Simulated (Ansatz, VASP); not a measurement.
# ZnS in VASP and in Ansatz

File POSCAR:

```
ZnS
1.0
    0.0000000000      2.6208066996      2.6208066996
    2.6208066996      0.0000000000      2.6208066996
    2.6208066996      2.6208066996      0.0000000000
Zn S
1 1
Direct
    0.0000000000      0.0000000000      0.0000000000
    0.2500000000      0.2500000000      0.2500000000
```

Contents of INCAR.step1:

```
ALGO     = Normal         # electronic algorithm
EDIFF    = 1E-5           # SCF threshold, eV
ENCUT    = 520            # plane-wave cutoff, eV
GGA      = PE             # functional
ISIF     = 2              # what is computed and relaxed
ISMEAR   = 0              # smearing method
LASPH    = True           # aspherical terms in the spheres
LCHARG   = False          # write CHGCAR
LREAL    = False          # projectors in reciprocal space
LWAVE    = True           # write WAVECAR
NBANDS   = 16             # bands
NELM     = 100            # most SCF steps
PREC     = Accurate       # precision mode
SIGMA    = 0.01           # smearing width, eV
```

File INCAR.step2:

```
ALGO     = Normal         # electronic algorithm
EDIFF    = 1E-6           # SCF threshold, eV
ENCUT    = 520            # plane-wave cutoff, eV
GGA      = PE             # functional
HFSCREEN = 0.2079         # screening, 1/A
ISIF     = 2              # what is computed and relaxed
ISMEAR   = 0              # smearing method
ISTART   = 1            
LASPH    = True           # aspherical terms in the spheres
LCHARG   = False          # write CHGCAR
LHFCALC  = True           # exact exchange
LREAL    = False          # projectors in reciprocal space
LWAVE    = False          # write WAVECAR
NBANDS   = 16             # bands
NELM     = 100            # most SCF steps
PREC     = Accurate       # precision mode
PRECFOCK = Normal       
SIGMA    = 0.01           # smearing width, eV
```

KPOINTS

```
k-points
0
Gamma
  6 6 6
```

Input for Ansatz:

```yaml
crystal:
  lattice:
    - [0.0, 2.6208066996, 2.6208066996]
    - [2.6208066996, 0.0, 2.6208066996]
    - [2.6208066996, 2.6208066996, 0.0]
  atoms:
    - { symbol: Zn, position: [0.0, 0.0, 0.0] }
    - { symbol: S, position: [0.25, 0.25, 0.25] }
kpoints:
  mp_grid: { grid: [6, 6, 6] }
  band_path:
    path:
      - [0.0, 0.0, 0.0]
      - [-0.5, -0.5, 0.0]
      - [-0.375, -0.375, 0.25]
      - [-0.375, 0.0, 0.375]
      - [0.0, 0.0, 0.5]
      - [-0.5, -0.25, 0.25]
    npoints: 1
hamiltonian:
  xc: hse06
scf:
  occupations: { method: fixed }
  n_extra_bands: 4
output:
  forces: true
  stress: true
  eigenvalues: true
```

Change from the starting cell: hydrostatic strain -2.7%.

Alike in both runs: task single point; functional HSE06; k mesh 6 × 6 × 6; no spin polarisation.

|  | VASP | Ansatz |
| --- | --- | --- |
| version | VASP 6.6.1 | Ansatz 0.2.0 |
| potentials or method | VASP PAW PBE potentials, release 64 (Zn, S) | plane waves, PAW |
| plane-wave cutoff (eV) | 520 | 420 |
| occupations | gaussian, width 0.01 eV | fixed |
| valence electrons in the cell | 18 | 18 |

|  | VASP | Ansatz | Ansatz less VASP |
| --- | --- | --- | --- |
| gap on the k mesh at the Fermi level (eV) | 3.77 | 3.78 | +0.005 |
| pressure (GPa) | 9.7 | 9.7 | +0.02 |

Ansatz's warnings: stress exchange threshold loose, stress scf threshold loose.
